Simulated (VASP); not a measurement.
NaTlS2: relaxation of cell and atoms with PBEsol

The system is NaTlS2.

```
Na S Tl
1.0
     4.06215    0.00000    0.00000
     0.00000    4.06215    0.00000
     0.00000    0.00000   11.48950
Na S Tl
2 4 2
Cartesian
  2.0311 0.0000 10.0533
  0.0000 2.0311 1.4362
  2.0311 2.0311 0.0000
  0.0000 0.0000 2.8724
  2.0311 2.0311 5.7448
  0.0000 0.0000 8.6171
  2.0311 0.0000 4.3086
  0.0000 2.0311 7.1809
```

```
Program                : VASP 6.6.1
Task                   : relaxation of cell and atoms
Functional             : PBEsol
Potentials or basis    : VASP PAW PBE potentials, release 64 (Na_pv, S, Tl_d)
Cutoff                 : 600 eV
k mesh                 : 6 × 6 × 2
Occupations            : fermi-dirac, width 0.03 eV
Spin                   : no spin polarisation
Dipole correction      : no
Further INCAR settings : ALGO = Normal; EDIFF = 1e-06; IBRION = 2; EDIFFG = -0.01; NSW = 100; ISIF = 3
```

| Quantity | Value |
| --- | --- |
| Relaxed volume | 29.15 Å³/atom |
| Relaxed cell | a = 4.185 Å, b = 4.185 Å, c = 13.311 Å, α = 90.00°, β = 90.00°, γ = 90.00° |
| Space group after relaxing (to 0.1 Å) | P-4m2 (No. 115) |
| Energy gained by relaxing | 154.6 meV/atom |
| Ionic steps | 34 |
| Pressure after relaxing | 0.0 GPa |
| Largest force after relaxing | 0.007 eV/Å |
| Band gap on the k mesh | zero (bands 32 and 33 overlap by 0.06 eV) |

Forces in eV/Å, atoms in the order of the input:
```
Na   0.000  0.000 -0.003
Na   0.000  0.000  0.003
S    0.000  0.000  0.000
S    0.000  0.000 -0.001
S    0.000  0.000  0.000
S    0.000  0.000  0.001
Tl   0.000  0.000 -0.007
Tl   0.000  0.000  0.007
```

Step by step:
```tsv
step	energy change (eV)	largest force (eV/Å)	pressure (GPa)	volume (Å³)
1	0.0000	1.3131	9.18	189.59
2	-1.0798	0.7120	-0.37	229.34
3	-1.0800	0.7120	-0.43	229.77
4	-1.1437	0.4497	-0.15	228.77
5	-1.1744	0.2185	0.35	227.40
6	-1.1857	0.2057	0.07	229.75
7	-1.1926	0.1862	-0.35	233.42
8	-1.2026	0.1286	-0.14	232.44
9	-1.2078	0.0918	0.14	231.25
10	-1.2079	0.1006	0.20	231.06
11	-1.2130	0.1051	0.02	232.46
12	-1.2146	0.1678	-0.31	235.27
13	-1.2154	0.1138	-0.19	234.24
14	-1.2198	0.1102	-0.14	234.22
15	-1.2288	0.1036	-0.01	234.09
16	-1.2210	0.1255	0.27	233.46
17	-1.2304	0.1047	0.07	233.96
18	-1.2331	0.0500	-0.06	234.68
19	-1.2338	0.0494	-0.13	235.16
20	-1.2339	0.0496	-0.16	235.34
21	-1.2354	0.0672	-0.01	233.97
22	-1.2355	0.0779	0.09	233.12
23	-1.2363	0.0286	0.07	232.82
24	-1.2364	0.0210	0.06	232.77
25	-1.2365	0.0129	-0.03	233.35
26	-1.2365	0.0132	-0.03	233.33
27	-1.2365	0.0146	-0.03	233.30
28	-1.2365	0.0159	0.02	233.04
29	-1.2365	0.0136	-0.01	233.27
30	-1.2365	0.0134	-0.01	233.29
31	-1.2366	0.0102	-0.01	233.21
32	-1.2366	0.0161	0.01	233.01
33	-1.2366	0.0126	0.00	233.06
34	-1.2367	0.0065	-0.02	233.17
```

Final structure:
```
CELL_PARAMETERS angstrom
4.18540 0.00000 0.00000
0.00000 4.18540 0.00000
0.00000 0.00000 13.31051
ATOMIC_POSITIONS crystal
Na 0.50000 0.00000 0.87826
Na 0.00000 0.50000 0.12174
S 0.50000 0.50000 0.00000
S 0.00000 0.00000 0.26946
S 0.50000 0.50000 0.50000
S 0.00000 0.00000 0.73054
Tl 0.50000 0.00000 0.37450
Tl 0.00000 0.50000 0.62550
```

Levels at points of the mesh, in eV from the Fermi level:
```tsv
k point	band 30	band 31	band 32	band 33	band 34	band 35
(0.00, 0.00, 0.00)	-0.95	-0.75	0.00	0.00	0.39	1.59
(0.50, 0.00, 0.00)	-1.28	-0.65	-0.03	0.09	0.14	3.84
(0.50, 0.50, 0.00)	-1.00	-1.00	-0.45	0.93	0.93	1.68
(0.00, 0.00, 0.50)	-1.36	-0.22	-0.01	-0.01	0.18	1.62
(0.50, 0.00, 0.50)	-1.35	-0.74	0.05	0.13	0.14	3.79
(0.50, 0.50, 0.50)	-1.00	-1.00	-0.46	0.94	0.94	1.75
```

Run time: 25 min on 1 thread of Intel(R) Xeon(R) 6975P-C (Granite Rapids) (shared host), peak memory 0.41 GiB.

Caveat: the volume moved by over 15 % at a fixed basis, so the end points are rough; the PAW data sets were made with another functional, which shifts forces and pressure a little; spin-orbit coupling is left out, which moves the levels of the heavy elements.
